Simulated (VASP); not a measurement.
A run of VASP 6.6.1:

The input INCAR:

```
SYSTEM = Ga
PREC = Accurate
ENCUT = 600
EDIFF = 1E-6
ISMEAR = -1
SIGMA = 0.05
LREAL = .False.
LASPH = .True.
NELM = 100
ALGO = Fast
ISIF = 3
LWAVE = .False.
LCHARG = .False.
GGA = PS
IBRION = 2
NSW = 60
EDIFFG = -0.01
PSTRESS = 50.0
```

File KPOINTS:

```
regular mesh
0
Gamma
  13 13 13
  0 0 0
```

Contents of POSCAR:

```
Ga
1.0
   -1.3843987196      1.3843987196      2.3112238365
    1.3843987196     -1.3843987196      2.3112238365
    1.3843987196      1.3843987196     -2.3112238365
Ga
1
Direct
    0.0000000000      0.0000000000      0.0000000000
```

Potentials or basis: VASP PAW PBE potentials, release 64 (Ga_d).

Run with:

```console
$ cat potpaw_PBE.64/Ga_d/POTCAR > POTCAR
$ mpirun -np 1 vasp_std > vasp.out
```

Hardware: 1 thread of Intel(R) Xeon(R) Platinum 8488C (Sapphire Rapids), on a shared host.

Estimate the wall time of this run.

Run time: 2.2 min on 1 thread of Intel(R) Xeon(R) Platinum 8488C (Sapphire Rapids) (shared host), peak memory 0.18 GiB. Counts: scf iterations 85, k points 196, ion steps 13.
